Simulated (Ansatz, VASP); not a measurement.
As in VASP and in Ansatz

The input INCAR:

```
PREC = Accurate
ENCUT = 520
EDIFF = 1E-6
ISMEAR = -1
SIGMA = 0.02
LREAL = F
LASPH = T
NELM = 120
ALGO = Normal
ISIF = 2
LWAVE = F
LCHARG = F
LDIPOL = T
IDIPOL = 3
DIPOL = 0.5 0.5 0.347
GGA = PE
NBANDS = 22
GGA_COMPAT = F
NELMDL = -8
```

Contents of KPOINTS:

```
regular mesh
0
Gamma
  12 12 1
```

POSCAR

```
As
1.0
    3.6642814934      0.0000000000      0.0000000000
   -1.8321407467      3.1733608599      0.0000000000
    0.0000000000      0.0000000000     26.4156438000
As
2
Direct
    0.3333333333      0.6666666667      0.3210311428
    0.6666666667      0.3333333333      0.3720362698
```

Input for Ansatz:

```yaml
crystal:
  lattice:
    - [3.6642814934, 0.0, 0.0]
    - [-1.8321407467, 3.1733608599, 0.0]
    - [0.0, 0.0, 26.4156438]
  atoms:
    - { symbol: As, position: [0.3333333333, 0.6666666667, 0.3210311428] }
    - { symbol: As, position: [0.6666666667, 0.3333333333, 0.3720362698] }
  periodic: [true, true, false]
kpoints:
  mp_grid: { grid: [12, 12, 1] }
  band_path:
    path:
      - [0.0, 0.0, 0.0]
      - [0.5, 0.0, 0.0]
      - [0.3333333333, 0.3333333333, 0.0]
      - [-0.119792, 0.239583, 0.0]
    npoints: 1
hamiltonian:
  xc: pbe
scf:
  occupations: { method: fermi_dirac, width: 0.02 }
  n_extra_bands: 4
output:
  forces: true
  stress: true
  eigenvalues: true
```

Change from the starting cell: hydrostatic strain +2.5%.

Alike in both runs: task single point; functional PBE; k mesh 12 × 12 × 1; occupations fermi-dirac, width 0.02 eV; no spin polarisation.

```csv
,VASP,Ansatz
version,VASP 6.6.1,Ansatz 0.2.0
potentials or method,"VASP PAW PBE potentials, release 64 (As_d)","plane waves, PAW"
plane-wave cutoff (eV),520,420
valence electrons in the cell,30,30
```

|  | VASP | Ansatz | Ansatz less VASP |
| --- | --- | --- | --- |
| gap on the k mesh at the Fermi level (eV) | 1.75 | 1.77 | +0.025 |
| rms of the force components (eV/Å) | 0.215 | 0.199 | -0.0161 |

Atom by atom the forces differ by 0.016 eV/Å (rms over components).
